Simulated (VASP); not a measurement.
The system is Si5O.

```
CELL_PARAMETERS angstrom
6.89711 0.00000 0.00000
-3.44856 5.97307 0.00000
0.00000 0.00000 2.45327
ATOMIC_POSITIONS crystal
Si 0.73148 0.00000 0.00000
Si 0.00000 0.73148 0.00000
Si 0.26852 0.26852 0.00000
Si 0.33333 0.66667 0.00000
Si 0.66667 0.33333 0.00000
O 0.00000 0.00000 0.00000
```

The cell was generated, and may not be a known phase.

* Program: VASP 6.6.1
* Task: relaxation of cell and atoms
* Functional: PBE
* Potentials or basis: VASP PAW PBE potentials, release 64 (Si, O)
* Cutoff: 600 eV
* k mesh: 3 × 3 × 8
* Occupations: gaussian, width 0.1 eV
* Spin: no spin polarisation

At the start: pressure 0.1 GPa; volume 16.84 Å³/atom.

Task: Where does the relaxation end?

Result: Over 8 steps the energy falls by 44.3 meV/atom and the volume is 16.55 Å³/atom (-1.7 %); space group P-62m (No. 189, to 0.1 Å) before and after.

Step by step:
```csv
step,energy change (eV),largest force (eV/Å),pressure (GPa),volume (Å³)
1,0.0000,0.3232,0.10,101.07
2,-0.2248,0.5178,-1.18,101.09
3,-0.2285,0.5299,-1.21,101.08
4,-0.2288,0.5358,-1.20,101.08
5,-0.2638,0.1446,0.05,99.22
6,-0.2648,0.0661,0.29,98.86
7,-0.2648,0.0563,0.34,98.82
8,-0.2656,0.0364,-0.20,99.33
```

Final structure:
```
CELL_PARAMETERS angstrom
6.68883 0.00000 0.00000
-3.34441 5.79269 0.00000
0.00000 0.00000 2.56351
ATOMIC_POSITIONS crystal
Si 0.72311 0.00000 0.00000
Si 0.00000 0.72311 0.00000
Si 0.27689 0.27689 0.00000
Si 0.33333 0.66667 0.00000
Si 0.66667 0.33333 0.00000
O 0.00000 0.00000 0.00000
```
